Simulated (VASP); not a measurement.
Write the native input for VASP 6.6.1 that does the following.

| Property | Result |
| --- | --- |
| Task | single point |
| Functional | PBE |
| Potentials or basis | VASP PAW PBE potentials, release 64 (Na_pv, Eu, C) |
| Cutoff | 520 eV |
| k mesh | 4 × 4 × 4 |
| Occupations | gaussian, width 0.1 eV |
| Spin | collinear spin, ferromagnetic start |
| Starting moments | [0.0, 7.0, 0.0, 0.0, 0.0, 0.0] μB |
| Dipole correction | no |
| Further INCAR settings | ALGO = Normal; EDIFF = 1e-06; NBANDS = 33 |

The structure of NaEuC4 lies in POSCAR:

```
NaEuC4
1.0
    0.0000000000      3.3422651462      3.3422651462
    3.3422651462      0.0000000000      3.3422651462
    3.3422651462      3.3422651462      0.0000000000
Na Eu C
1 1 4
Direct
    0.5000000000      0.5000000000      0.5000000000
    0.7500000000      0.7500000000      0.7500000000
    0.7516948489      0.0827683837      0.0827683837
    0.0827683837      0.0827683837      0.0827683837
    0.0827683837      0.7516948489      0.0827683837
    0.0827683837      0.0827683837      0.7516948489
```

The input as run:

INCAR

```
SYSTEM = NaEuC4
ALGO     = Normal         ! electronic algorithm
EDIFF    = 1E-6           ! SCF threshold, eV
ENCUT    = 520            ! plane-wave cutoff, eV
GGA      = PE             ! functional
ISIF     = 2              ! what is computed and relaxed
ISMEAR   = 0              ! smearing method
ISPIN    = 2              ! spin polarisation
LASPH    = .True.         ! aspherical terms in the spheres
LCHARG   = .True.         ! write CHGCAR
LELF     = .True.         ! ELF
LMAXMIX  = 6              ! l up to which the mixer works
LORBIT   = 11             ! projections on sites
LREAL    = .False.        ! projectors in reciprocal space
LVHAR    = .True.       
LWAVE    = .False.        ! write WAVECAR
MAGMOM   = 0 7 0 0 0 0    ! initial moments
NBANDS   = 33             ! bands
NELM     = 150            ! most SCF steps
PREC     = Accurate       ! precision mode
SIGMA    = 0.1            ! smearing width, eV
```

KPOINTS

```
k-points
0
Gamma
  4 4 4
  0 0 0
```

Potentials or basis: VASP PAW PBE potentials, release 64 (Na_pv, Eu, C).

Command:

```bash
$ cat potpaw_PBE.64/Na_pv/POTCAR potpaw_PBE.64/Eu/POTCAR potpaw_PBE.64/C/POTCAR > POTCAR
$ mpirun -np 1 vasp_std > vasp.out
```

It gave:

* Pressure: 0.0 GPa
* Largest force: 0.119 eV/Å
* Band gap on the k mesh: zero (filled and empty bands overlap)
* Net moment: 6.00 μB per cell
* Site moments: Na +0.01; Eu +6.33; C -0.10 μB
* Valence electrons inside the program's atomic spheres: Na 6.05; Eu 14.71; C 2.40

Caveat: the k points lie up to 0.41 Å⁻¹ apart; spin-orbit coupling is left out, which moves the levels of the heavy elements; without U or exact exchange the open f shell lies at the Fermi level, which spoils levels, moments and volumes.

Wall time 110 s on 1 thread of Oxide Virtual Turin-like Processor (shared host), peak memory 0.23 GiB.
